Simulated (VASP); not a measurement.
BaAgF3:

```
Ba Ag F
1.0
     4.09412    0.00000    0.00000
     0.00000    4.09412    0.00000
     0.00000    0.00000    4.09412
Ba Ag F
1 1 3
Direct
  0.00000 0.00000 0.00000
  0.50000 0.50000 0.50000
  0.00000 0.50000 0.50000
  0.50000 0.50000 0.00000
  0.50000 0.00000 0.50000
```

| Item | Value |
| --- | --- |
| Program | VASP 6.6.1 |
| Task | relaxation of cell and atoms |
| Functional | PBE |
| Potentials or basis | VASP PAW PBE potentials, release 64 (Ba_sv, Ag, F) |
| Cutoff | 600 eV |
| k mesh | 6 × 6 × 6 |
| Occupations | gaussian, width 0.1 eV |
| Spin | no spin polarisation |

At the start: pressure 39.9 GPa; volume 13.72 Å³/atom.

How do energy, volume and symmetry change on relaxing?

Over 4 steps the energy falls by 491.9 meV/atom and the volume is 19.08 Å³/atom (+39.0 %); space group Pm-3m (No. 221, to 0.1 Å) before and after.

The path:
```tsv
step	energy change (eV)	largest force (eV/Å)	pressure (GPa)	volume (Å³)
1	0.0000	0.0000	39.89	68.62
2	-2.1735	0.0000	-6.41	108.47
3	-2.4573	0.0000	0.69	94.23
4	-2.4596	0.0000	-0.07	95.39
```

Final structure:
```
Ba Ag F
1.0
     4.56918    0.00000    0.00000
     0.00000    4.56918    0.00000
     0.00000    0.00000    4.56918
Ba Ag F
1 1 3
Direct
  0.00000 0.00000 0.00000
  0.50000 0.50000 0.50000
  0.00000 0.50000 0.50000
  0.50000 0.50000 0.00000
  0.50000 0.00000 0.50000
```

Caveat: the volume moved by over 15 % at a fixed basis, so the end points are rough.
